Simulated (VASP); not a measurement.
# PbS in VASP: relaxation of the atoms with r2SCAN+D3(BJ)

Aim: the relaxation of the atoms of PbS with r2SCAN+D3(BJ).

Everything below comes from runs of VASP 6.6.1. Logs are shortened: lines on timing, memory, paths and dates and some standing lists are left out, and cuts for length are marked.

### Step 1. The cell of the first run

The cell holds a slab with vacuum, 8 atoms: a = 4.194 Å, b = 4.194 Å, c = 22.897 Å, α = 90.00°, β = 90.00°, γ = 90.00°.

### Step 2. Relaxation of the atoms, r2SCAN+D3(BJ)

POSCAR reads:

```
PbS
1.0
    4.1942038726      0.0000000000      0.0000000000
    0.0000000000      4.1942038726      0.0000000000
    0.0000000000      0.0000000000     22.8972500000
Pb S
4 4
Selective dynamics
Direct
    0.0000000000      0.0000000000      0.3057135682  F F F
    0.5000000000      0.5000000000      0.4352378561  F F F
    0.0000000000      0.0000000000      0.5647621439  T T T
    0.5000000000      0.5000000000      0.6942864318  T T T
    0.5000000000      0.5000000000      0.3057135682  F F F
    0.0000000000      0.0000000000      0.4352378561  F F F
    0.5000000000      0.5000000000      0.5647621439  T T T
    0.0000000000      0.0000000000      0.6942864318  T T T
```

INCAR.step1 reads:

```
PREC = Accurate
ENCUT = 500
ISMEAR = 1
SIGMA = 0.1
LREAL = False
LASPH = True
NELM = 120
LDIPOL = True
IDIPOL = 3
DIPOL = 0.5 0.5 0.500
GGA = PE
ALGO = Normal
EDIFF = 1E-5
LWAVE = True
LCHARG = False
GGA_COMPAT = False
IBRION = 2
EDIFFG = -0.01
NELMIN = 4
NSW = 100
NELMDL = -8
```

INCAR.step2 reads:

```
PREC = Accurate
ENCUT = 500
EDIFF = 1E-7
ISMEAR = 1
SIGMA = 0.1
LREAL = False
LASPH = True
NELM = 120
ALGO = Normal
ISIF = 2
LWAVE = False
LCHARG = False
LDIPOL = True
IDIPOL = 3
DIPOL = 0.5 0.5 0.500
METAGGA = R2SCAN
LMIXTAU = True
IVDW = 12
IBRION = 2
NSW = 50
EDIFFG = -0.03
VDW_S6 = 1.0
VDW_S8 = 0.78981345
VDW_A1 = 0.49484001
VDW_A2 = 5.73083694
ISTART = 1
GGA_COMPAT = False
NELMIN = 4
```

KPOINTS reads:

```
regular mesh
0
Gamma
  3 3 1
```

Potentials or basis: VASP PAW PBE potentials, release 64 (Pb_d, S).

Started as:

```bash
cat potpaw_PBE.64/Pb_d/POTCAR potpaw_PBE.64/S/POTCAR > POTCAR
cp INCAR.step1 INCAR
mpirun -np 1 vasp_std > vasp.out
cp INCAR.step2 INCAR
mpirun -np 1 vasp_std > vasp.out
```

OUTCAR:

```text
PREC = Accurate
   ENCUT = 500
   EDIFF = 1E-7
   ISMEAR = 1
   LREAL = False
   LASPH = True
   NELM = 120
   ISIF = 2
   METAGGA = R2SCAN
   IVDW = 12
   IBRION = 2
   NSW = 50
   EDIFFG = -0.03
   ISTART = 1
   NELMIN = 4
 IVDW          = 12

 ion  position               nearest neighbor table
   1  0.000  0.000  0.306-   5 2.97   5 2.97   5 2.97   5 2.97   6 2.97
   2  0.500  0.500  0.435-   7 2.97   6 2.97   6 2.97   6 2.97   6 2.97   5 2.97
   3  0.000  0.000  0.565-   6 2.97   7 2.97   7 2.97   7 2.97   7 2.97   8 2.97
   4  0.500  0.500  0.694-   8 2.97   8 2.97   8 2.97   8 2.97   7 2.97
   5  0.500  0.500  0.306-   1 2.97   1 2.97   1 2.97   1 2.97   2 2.97
   6  0.000  0.000  0.435-   3 2.97   2 2.97   2 2.97   2 2.97   2 2.97   1 2.97
   7  0.500  0.500  0.565-   2 2.97   3 2.97   3 2.97   3 2.97   3 2.97   4 2.97
   8  0.000  0.000  0.694-   4 2.97   4 2.97   4 2.97   4 2.97   3 2.97

  LATTYP: Found a simple tetragonal cell.
 ALAT       =     4.1942038726
 C/A-ratio  =     5.4592601351

  Lattice vectors:

 A1 = (   4.1942038726,   0.0000000000,   0.0000000000)
 A2 = (   0.0000000000,   4.1942038726,   0.0000000000)
 A3 = (   0.0000000000,   0.0000000000,  22.8972500000)

Analysis of symmetry for initial positions (statically):
=====================================================================
 Subroutine PRICEL returns:
 Original cell was already a primitive cell.

 Routine SETGRP: Setting up the symmetry group for a
 simple tetragonal supercell.

 Subroutine GETGRP returns: Found 16 space group operations
 (whereof  8 operations were pure point group operations)
 out of a pool of 16 trial point group operations.

The static configuration has the point symmetry C_4v.
 The point group associated with its full space group is D_4h.

Analysis of symmetry for dynamics (positions and initial velocities):
=====================================================================
 Subroutine PRICEL returns:
 Original cell was already a primitive cell.

 Routine SETGRP: Setting up the symmetry group for a
 simple tetragonal supercell.

 Subroutine GETGRP returns: Found 16 space group operations
 (whereof  8 operations were pure point group operations)
 out of a pool of 16 trial point group operations.

The dynamic configuration has the point symmetry C_4v.
 The point group associated with its full space group is D_4h.

Analysis of constrained symmetry for selective dynamics:
=====================================================================
 Subroutine PRICEL returns:
 Original cell was already a primitive cell.

 Routine SETGRP: Setting up the symmetry group for a
 simple tetragonal supercell.

 Subroutine GETGRP returns: Found  8 space group operations
 (whereof  8 operations were pure point group operations)
 out of a pool of 16 trial point group operations.

The constrained configuration has the point symmetry C_4v.

 Subroutine INISYM returns: Found  8 space group operations
 (whereof  8 operations are pure point group operations),
 and found     1 'primitive' translations

----------------------------------------------------------------------------------------

                                     Primitive cell

  volume of cell :     402.7935

  direct lattice vectors                    reciprocal lattice vectors
     4.194203873  0.000000000  0.000000000     0.238424271  0.000000000  0.000000000
     0.000000000  4.194203873  0.000000000     0.000000000  0.238424271  0.000000000
     0.000000000  0.000000000 22.897250000     0.000000000  0.000000000  0.043673367

  length of vectors
     4.194203873  4.194203873 22.897250000     0.238424271  0.238424271  0.043673367

  position of ions in fractional coordinates (direct lattice)
     0.000000000  0.000000000  0.305713568
     0.500000000  0.500000000  0.435237856
     0.000000000  0.000000000  0.564762144
     0.500000000  0.500000000  0.694286432
     0.500000000  0.500000000  0.305713568
     0.000000000  0.000000000  0.435237856
     0.500000000  0.500000000  0.564762144
     0.000000000  0.000000000  0.694286432

  ion indices of the primitive-cell ions
   primitive index   ion index
                 1           1
                 2           2
                 3           3
                 4           4
                 5           5
                 6           6
                 7           7
                 8           8

----------------------------------------------------------------------------------------

 KPOINTS: regular mesh

Automatic generation of k-mesh.
 Grid dimensions read from file:
 generate k-points for:    3    3    1

 Generating k-lattice:

  Cartesian coordinates                     Fractional coordinates (reciprocal lattice)
     0.079474757  0.000000000  0.000000000     0.333333333  0.000000000  0.000000000
     0.000000000  0.079474757  0.000000000     0.000000000  0.333333333  0.000000000
     0.000000000  0.000000000  0.043673367     0.000000000  0.000000000  1.000000000

  Length of vectors
     0.079474757  0.079474757  0.043673367

  Shift w.r.t. Gamma in fractional coordinates (k-lattice)
     0.000000000  0.000000000  0.000000000

 Subroutine IBZKPT returns following result:
 ===========================================

 Found      3 irreducible k-points:

 Following reciprocal coordinates:
            Coordinates               Weight
  0.000000  0.000000  0.000000      1.000000
  0.333333  0.000000  0.000000      4.000000
  0.333333  0.333333  0.000000      4.000000
   k-points           NKPTS =      3   k-points in BZ     NKDIM =      3   number of bands    NBANDS=     48
   number of dos      NEDOS =    301   number of ions     NIONS =      8
   total plane-waves  NPLWV = 172032
   dimension x,y,z NGX =    32 NGY =   32 NGZ =  168
   dimension x,y,z NGXF=    64 NGYF=   64 NGZF=  336
   ions per type =               4   4
   NGX,Y,Z   is equivalent  to a cutoff of  12.68, 12.68, 12.20 a.u.
   NGXF,Y,Z  is equivalent  to a cutoff of  25.37, 25.37, 24.40 a.u.
 SYSTEM =  unknown system
   PREC   = accura    normal or accurate (medium, high low for compatibility)
   ISTART =      1    job   : 0-new  1-cont  2-samecut
   ICHARG =      0    charge: 1-file 2-atom 10-const
   ISPIN  =      1    spin polarized calculation?
   LNONCOLLINEAR =      F non collinear calculations
   LSORBIT =      F    spin-orbit coupling
   LASPH  =      T    aspherical Exc in radial PAW
   ENCUT  =  500.0 eV  36.75 Ry    6.06 a.u.   7.65  7.65 41.75*2*pi/ulx,y,z
   NELM   =    120;   NELMIN=  4; NELMDL=  0     # of ELM steps
   EDIFF  = 0.1E-06   stopping-criterion for ELM
   LREAL  =      F    real-space projection
   EDIFFG = -.3E-01   stopping-criterion for IOM
   NSW    =     50    number of steps for IOM
   IBRION =      2    ionic relax: 0-MD 1-quasi-New 2-CG
   NFREE  =      1    steps in history (QN), initial steepest desc. (CG)
   ISIF   =      2    stress and relaxation
   ISYM   =      2    0-nonsym 1-usesym 2-fastsym
   POTIM  = 0.5000    time-step for ionic-motion
   TEBEG  =    0.0;   TEEND  =   0.0 temperature during run
   PSTRESS=    0.0 pullay stress
   NELECT =      80.0000    total number of electrons
   NUPDOWN=      -1.0000    fix difference up-down
   EMIN   =  10.00;   EMAX   =-10.00  energy-range for DOS
   EFERMI =   0.00;   METHOD = LEGACY
   ISMEAR =     1;   SIGMA  =   0.10  broadening in eV -4-tet -1-fermi 0-gaus
   EFERMI_NEDOS =   21; number of points for ismear=-14 and -15
   IALGO  =     38    algorithm
   IMIX   =      4    mixing-type and parameters
     AMIX     =   0.40;   BMIX     =  1.00
     AMIX_MAG =   1.60;   BMIX_MAG =  1.00
  volume/ion in A,a.u.               =      50.35       339.77
  Fermi-wavevector in a.u.,A,eV,Ry     =   0.955163  1.804996 12.413082  0.912336
  Thomas-Fermi vector in A             =   2.083975
   LORBIT       =      0    0 simple, 1 ext, 2 COOP (PROOUT), +10 PAW based schemes
   METAGGA = R2SCAN    functional components
   LHFCALC =     F    Hartree Fock is set to
   AEXX    =    0.0000 exact exchange contribution
   IVDW    =    12    specifies the selected vdW correction
   LEPSILON=     F    determine dielectric tensor
   LRPA    =     F    only Hartree local field effects (RPA)
 conjugate gradient relaxation of ions
 non-spin polarized calculation
 Methfessel and Paxton  Order N= 1 SIGMA  =   0.10
  energy-cutoff  :      500.00
  volume of cell :      402.79
 maximum number of plane-waves:     10245
 NGX is ok and might be reduce to    30
   NGX = 15   NGY = 15   NGZ = 83

 dipolmoment           0.000000      0.000000    -13.394860 electrons x Angstroem

--------------------------------------- Ionic step        1  -------------------------------------------

 number of electron      79.9999994 magnetization

 Free energy of the ion-electron system (eV)
  ---------------------------------------------------
  ext. energy  EPLUGINS =         0.00000000
  ---------------------------------------------------
  free energy    TOTEN  =      -262.03092324 eV

  energy without entropy =     -262.03355857  energy(sigma->0) =     -262.03180168

------------------------ aborting loop EDIFF was not reached (unconverged)  ----------------------------

 Edisp (eV)   -1.00106

 E8    (eV) :    -0.3656

  FORCE on cell =-STRESS in cart. coord.  units (eV):
  Direction    XX          YY          ZZ          XY          YZ          ZX
  --------------------------------------------------------------------------------------
  -------------------------------------------------------------------------------------
  Total      -2.14024    -2.14024    -2.42714     0.00000     0.00000    -0.00000
  in kB      -8.51315    -8.51315    -9.65435     0.00000     0.00000    -0.00000
  external pressure =       -8.89 kB  Pullay stress =        0.00 kB
[... 119 lines left out ...]
  energy  without entropy=     -263.1060338722  energy(sigma->0) =     -263.10412312

 vacuum level on the upper side and lower side of the slab       (xc-potential included)         0.016        -0.008

 vacuum level on the upper side and lower side of the slab       (xc-potential included)        -0.077        -0.034

[... ionic steps 4 to 10 ...]

--------------------------------------- Ionic step       11  -------------------------------------------

 number of electron      79.9999994 magnetization

------------------------ aborting loop because EDIFF is reached ----------------------------------------

 Edisp (eV)   -0.99874

 E8    (eV) :    -0.3646
[... 85 lines left out ...]
--------------------------------------- Ionic step       13  -------------------------------------------

 number of electron      79.9999994 magnetization

 dipolmoment           0.000000      0.000000      0.000706 electrons x Angstroem

 Free energy of the ion-electron system (eV)
  ---------------------------------------------------
  ext. energy  EPLUGINS =         0.00000000
  ---------------------------------------------------
  free energy    TOTEN  =      -262.11695665 eV

  energy without entropy =     -262.12016286  energy(sigma->0) =     -262.11802538

 E-fermi :   0.2794     XC(G=0):  -5.7407

 val. band max:        0.1972205121   @ k =   0.3333   0.0000   0.0000
 cond. band min:       2.3390787434   @ k =   0.3333   0.0000   0.0000
 fundamental gap:      2.1418582314
 Fermi energy:         0.2794363406

 k-point     1 :       0.0000    0.0000    0.0000
  band No.  band energies     occupation
      1     -16.7110      2.00000
      2     -16.6949      2.00000
      3     -16.5927      2.00000
      4     -16.5902      2.00000
      5     -16.5902      2.00000
      6     -16.5642      2.00000
[... 183 lines left out ...]
  FREE ENERGIE OF THE ION-ELECTRON SYSTEM (eV)
  ---------------------------------------------------
  free  energy   TOTEN  =      -263.1121993586 eV

  energy  without entropy=     -263.1154055676  energy(sigma->0) =     -263.11326809

 reached required accuracy - stopping structural energy minimisation

 vacuum level on the upper side and lower side of the slab         5.099         5.089
```

It took 78 min on 1 thread of Intel Xeon Platinum 8488C (Sapphire Rapids), shared host; peak memory 0.54 GiB.

What came out:

```
Free energy                : -263.1122 eV
Energy gained by relaxing  : 10.0 meV/atom
Ionic steps                : 13
Band gap on the k mesh     : 2.14 eV
Dispersion energy per atom : -0.124 eV
```

The path:
| step | energy change (eV) | largest force on free atoms (eV/Å) | pressure (GPa) |
| --- | --- | --- | --- |
| 1 | 0.0000 | 0.4648 | -0.89 |
| 2 | -0.0246 | 0.4217 | -0.85 |
| 3 | -0.0712 | 0.2010 | -0.68 |
| 4 | -0.0739 | 0.0950 | -0.57 |
| 5 | -0.0743 | 0.1128 | -0.60 |
| 6 | -0.0743 | 0.1023 | -0.59 |
| 7 | -0.0756 | 0.0875 | -0.60 |
| 8 | -0.0761 | 0.1150 | -0.60 |
| 9 | -0.0771 | 0.0762 | -0.62 |
| 10 | -0.0782 | 0.0569 | -0.68 |
| 11 | -0.0789 | 0.0503 | -0.69 |
| 12 | -0.0798 | 0.0384 | -0.71 |
| 13 | -0.0802 | 0.0292 | -0.74 |

Final structure:
```xyz
8
Lattice="4.1942 0.0000 0.0000 0.0000 4.1942 0.0000 0.0000 0.0000 22.8972" Properties=species:S:1:pos:R:3 pbc="T T T"
Pb    0.0000    0.0000    7.0000
Pb    2.0971    2.0971    9.9658
Pb    0.0000    4.1942   13.0955
Pb    2.0971    2.0971   15.9097
S     2.0971    2.0971    7.0000
S     0.0000    0.0000    9.9658
S     2.0971    2.0971   13.1279
S     0.0000    4.1942   15.8924
```

Levels at points of the mesh, in eV from the valence-band top:
```
           k point  band 38  band 39  band 40  band 41  band 42  band 43
(0.00, 0.00, 0.00)    -1.62    -1.01    -0.54     2.50     3.54     4.56
```

Caveat: the k points lie up to 0.50 Å⁻¹ apart; the PAW data sets were made with another functional, which shifts forces and pressure a little; spin-orbit coupling is left out, which moves the levels of the heavy elements.
